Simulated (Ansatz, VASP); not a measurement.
**Al: VASP beside Ansatz**

```
Al
1.0
     0.00000    2.07742    2.07742
     2.07742    0.00000    2.07742
     2.07742    2.07742    0.00000
Al
1
Direct
  0.00000 0.00000 0.00000
```

Alike in both runs: task single point; functional PBE; k mesh 12 × 12 × 12; no spin polarisation.

|  | VASP | Ansatz |
| --- | --- | --- |
| version | VASP 6.6.1 | Ansatz 0.2.0 |
| potentials or method | VASP PAW PBE potentials, release 64 (Al), cutoff 520 eV | plane waves, PAW |
| occupations | methfessel-paxton of order 1, width 0.1 eV | cold, width 0.1 eV |
| valence electrons in the cell | 3 | 3 |

```tsv
	VASP	Ansatz	Ansatz less VASP
pressure (GPa)	-5.5	-5.4	+0.03
```
